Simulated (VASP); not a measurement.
Input of a VASP 6.6.1 run:

INCAR

```
PREC = Accurate ; ENCUT = 520
EDIFF = 1E-6 ; ISMEAR = 0
SIGMA = 0.02 ; LREAL = Auto
LASPH = True ; NELM = 60
ALGO = Normal ; ISIF = 2
LWAVE = False ; LCHARG = False
GGA = PE ; NBANDS = 48
```

KPOINTS

```
regular mesh
0
Gamma
  2 2 2
```

POSCAR

```
Si
1.0
    0.0000000000      5.4300000000      5.4300000000
    5.4300000000      0.0000000000      5.4300000000
    5.4300000000      5.4300000000      0.0000000000
Si
17
Direct
    0.0755322284     -0.0251611418     -0.0249064457
    0.1295860037      0.1311681400      0.1313990792
   -0.0133504604      0.0095147330      0.5021953959
    0.1296202578      0.1311397790      0.6083981584
   -0.0133740331      0.5019622468      0.0097495396
    0.1295864641      0.6081503683      0.1313960405
   -0.0133497238      0.5019384899      0.5021935543
    0.0863051565      0.6379195212      0.6381534070
    0.5023077348      0.0154307551      0.0155996317
    0.6914056169      0.1028838858      0.1031279006
    0.5023503683      0.0153459484      0.4672395028
    0.6157591160      0.1410092081      0.6218865562
    0.5023101289      0.4669692449      0.0155856354
    0.6157405157      0.6216600368      0.1412355433
    0.4611603131      0.5129678637      0.5131984346
    0.6157576427      0.6216406998      0.6218860037
    0.5143480663      0.8285570902      0.8288513812
```

Potentials or basis: VASP PAW PBE potentials, release 64 (Si).

Run with:

```sh
$ cat potpaw_PBE.64/Si/POTCAR > POTCAR
$ mpirun -np 1 vasp_std > vasp.out
```

Predict the pressure.

4.6 GPa.

What does it give for the largest force?

0.011 eV/Å.

Estimate the band gap on the k mesh.

0.05 eV.

Stress tensor (GPa, compression positive):
```
 4.56  0.28  0.28
 0.28  4.56 -0.28
 0.28 -0.28  4.56
```

Caveat: the k points lie up to 0.50 Å⁻¹ apart.
